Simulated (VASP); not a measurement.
# Hf (P6_3/mmc) in VASP: further runs, part 2 of 2

VASP 6.6.1.

## (4) Single point, r2SCAN

Input file POSCAR:

```
Hf
1.0
    3.1987335297      0.0000000000      0.0000000000
   -1.5993667648      2.7701844966      0.0000000000
    0.0000000000      0.0000000000      5.0505021987
Hf
2
Direct
    0.3333333333      0.6666666667      0.2500000000
    0.6666666667      0.3333333333      0.7500000000
```

Input file INCAR.step1:

```
PREC = Accurate
ENCUT = 520
ISMEAR = -1
SIGMA = 0.3
LREAL = False
LASPH = True
NELM = 80
NBANDS = 17
GGA = PE
ALGO = Normal
EDIFF = 1E-4
LWAVE = True
LCHARG = False
```

Input file INCAR.step2:

```
PREC = Accurate
ENCUT = 520
EDIFF = 1E-6
ISMEAR = -1
SIGMA = 0.3
LREAL = False
LASPH = True
NELM = 80
ALGO = Normal
ISIF = 2
LWAVE = False
LCHARG = False
METAGGA = R2SCAN
LMIXTAU = True
NBANDS = 17
ISTART = 1
```

Input file KPOINTS:

```
Automatic mesh
0
Gamma
  11 11 6
```

Potentials or basis: VASP PAW PBE potentials, release 64 (Hf_pv).

Launch:

```sh
> cat potpaw_PBE.64/Hf_pv/POTCAR > POTCAR
> cp INCAR.step1 INCAR
> mpirun -np 1 vasp_std > vasp.out
> cp INCAR.step2 INCAR
> mpirun -np 1 vasp_std > vasp.out
```

OUTCAR:

```text
PREC = Accurate
   ENCUT = 520
   EDIFF = 1E-6
   ISMEAR = -1
   LREAL = False
   LASPH = True
   NELM = 80
   ISIF = 2
   METAGGA = R2SCAN
   ISTART = 1

 ion  position               nearest neighbor table
   1  0.333  0.667  0.250-   2 3.13   2 3.13   2 3.13   2 3.13   2 3.13   2 3.13
   2  0.667  0.333  0.750-   1 3.13   1 3.13   1 3.13   1 3.13   1 3.13   1 3.13

  LATTYP: Found a hexagonal cell.
 ALAT       =     3.1987335297
 C/A-ratio  =     1.5789068242

  Lattice vectors:

 A1 = (   3.1987335297,   0.0000000000,   0.0000000000)
 A2 = (  -1.5993667648,   2.7701844966,   0.0000000000)
 A3 = (   0.0000000000,   0.0000000000,   5.0505021987)

Analysis of symmetry for initial positions (statically):
=====================================================================
 Subroutine PRICEL returns:
 Original cell was already a primitive cell.

 Routine SETGRP: Setting up the symmetry group for a
 hexagonal supercell.

 Subroutine GETGRP returns: Found 24 space group operations
 (whereof 12 operations were pure point group operations)
 out of a pool of 24 trial point group operations.

The static configuration has the point symmetry D_3d.
 The point group associated with its full space group is D_6h.

Analysis of symmetry for dynamics (positions and initial velocities):
=====================================================================
 Subroutine PRICEL returns:
 Original cell was already a primitive cell.

 Routine SETGRP: Setting up the symmetry group for a
 hexagonal supercell.

 Subroutine GETGRP returns: Found 24 space group operations
 (whereof 12 operations were pure point group operations)
 out of a pool of 24 trial point group operations.

The dynamic configuration has the point symmetry D_3d.
[... 106 lines left out ...]
   ISIF   =      2    stress and relaxation
   ISYM   =      2    0-nonsym 1-usesym 2-fastsym
   POTIM  = 0.5000    time-step for ionic-motion
   TEBEG  =    0.0;   TEEND  =   0.0 temperature during run
   PSTRESS=    0.0 pullay stress
   NELECT =      20.0000    total number of electrons
   NUPDOWN=      -1.0000    fix difference up-down
   EMIN   =  10.00;   EMAX   =-10.00  energy-range for DOS
   EFERMI =   0.00;   METHOD = LEGACY
   ISMEAR =    -1;   SIGMA  =   0.30  broadening in eV -4-tet -1-fermi 0-gaus
   EFERMI_NEDOS =   21; number of points for ismear=-14 and -15
   IALGO  =     38    algorithm
   IMIX   =      4    mixing-type and parameters
     AMIX     =   0.40;   BMIX     =  1.00
     AMIX_MAG =   1.60;   BMIX_MAG =  1.00
  volume/ion in A,a.u.               =      22.38       151.00
  Fermi-wavevector in a.u.,A,eV,Ry     =   1.251635  2.365247 21.314756  1.566590
  Thomas-Fermi vector in A             =   2.385573
   LORBIT       =      0    0 simple, 1 ext, 2 COOP (PROOUT), +10 PAW based schemes
   METAGGA = R2SCAN    functional components
   LHFCALC =     F    Hartree Fock is set to
   AEXX    =    0.0000 exact exchange contribution
   IVDW    =     0    specifies the selected vdW correction
   LEPSILON=     F    determine dielectric tensor
   LRPA    =     F    only Hartree local field effects (RPA)
 non-spin polarized calculation
  energy-cutoff  :      520.00
  volume of cell :       44.75
 maximum number of plane-waves:      1222
 NGX is ok and might be reduce to    24
   NGX = 11   NGY = 11   NGZ = 19

 number of electron      20.0000004 magnetization

 Free energy of the ion-electron system (eV)
  ---------------------------------------------------
  ext. energy  EPLUGINS =         0.00000000
  ---------------------------------------------------
  free energy    TOTEN  =       -90.56126624 eV

  energy without entropy =      -89.96953245  energy(sigma->0) =      -90.26539935

 E-fermi :   4.7513     XC(G=0): -12.1561

 val. band max:        4.7511703347   @ k =   0.1818  -0.0000   0.0000
 cond. band min:       4.8215640640   @ k =   0.1818  -0.0000   0.1667
 fundamental gap:      0.0703937293
 Fermi energy:         4.7513381318

 k-point     1 :       0.0000    0.0000    0.0000
  band No.  band energies     occupation
      1     -27.3825      2.00000
      2     -26.6360      2.00000
      3     -26.6360      2.00000
      4     -26.5055      2.00000
      5     -26.5055      2.00000
      6     -26.4825      2.00000
[... 457 lines left out ...]
      4     -26.7092      2.00000
      5     -26.5767      2.00000
      6     -26.5571      2.00000
[... 9 lines left out ...]
     16       8.8030      0.00000
     17      11.0543      0.00000

 [... further k-points ...]
[... 5 lines left out ...]
  --------------------------------------------------------------------------------------
  -------------------------------------------------------------------------------------
  Total       -0.0327158     -0.0327158      0.2831967     -0.0000000      0.0000000      0.0000000
  in kB       -1.1712424     -1.1712424     10.1385881     -0.0000000      0.0000000      0.0000000
  external PRESSURE =       2.5987011 kB  Pullay stress =       0.0000000 kB

 VOLUME and BASIS-vectors are now :
 -----------------------------------------------------------------------------
  energy-cutoff  :      520.00
  volume of cell :       44.75
      direct lattice vectors                 reciprocal lattice vectors
     3.198733530  0.000000000  0.000000000     0.312623728  0.180493393  0.000000000
    -1.599366765  2.770184497  0.000000000     0.000000000  0.360986787  0.000000000
     0.000000000  0.000000000  5.050502199     0.000000000  0.000000000  0.198000112

 POSITION                                       TOTAL-FORCE (eV/Angst)
 -----------------------------------------------------------------------------------
     -0.00000      1.84679      1.26263        -0.000000     -0.000000      0.000000
      1.59937      0.92339      3.78788         0.000000      0.000000      0.000000
 -----------------------------------------------------------------------------------
    total drift:                               -0.000000      0.000000     -0.000000

  FREE ENERGIE OF THE ION-ELECTRON SYSTEM (eV)
  ---------------------------------------------------
  free  energy   TOTEN  =       -90.5612662408 eV

  energy  without entropy=      -89.9695324496  energy(sigma->0) =      -90.26539935
```

It took 4.5 min on 1 thread of AMD EPYC 7R43 (Zen 3), shared host; peak memory 0.15 GiB.

Results:

- Free energy: -90.5613 eV
- Pressure: 0.3 GPa
- Band gap on the k mesh: zero (band 10 reaches 6.16 eV, above the bottom of band 11 at 4.46 eV)

Caveat: the PAW data sets were made with another functional, which shifts forces and pressure a little; spin-orbit coupling is left out, which moves the levels of the heavy elements.

## (5) Summary

```tsv
smearing	gap on the mesh (eV)	pressure (GPa)
fermi-dirac 0.03 eV	none	-0.5
fermi-dirac 0.2 eV	none	-0.4
fermi-dirac 0.3 eV	none	0.3
```

Alike in all rows: task single point; level r2SCAN; potentials or basis VASP PAW PBE potentials, release 64 (Hf_pv); no spin polarisation; cell as given; k mesh 11 × 11 × 6; cutoff (eV) 520.

Every run on the cell as given and a fine mesh finds a metal.

Caveats: the PAW data sets were made with another functional, which shifts forces and pressure a little; spin-orbit coupling is left out, which moves the levels of the heavy elements.

Absolute energies hang on the potentials; compare differences alone.
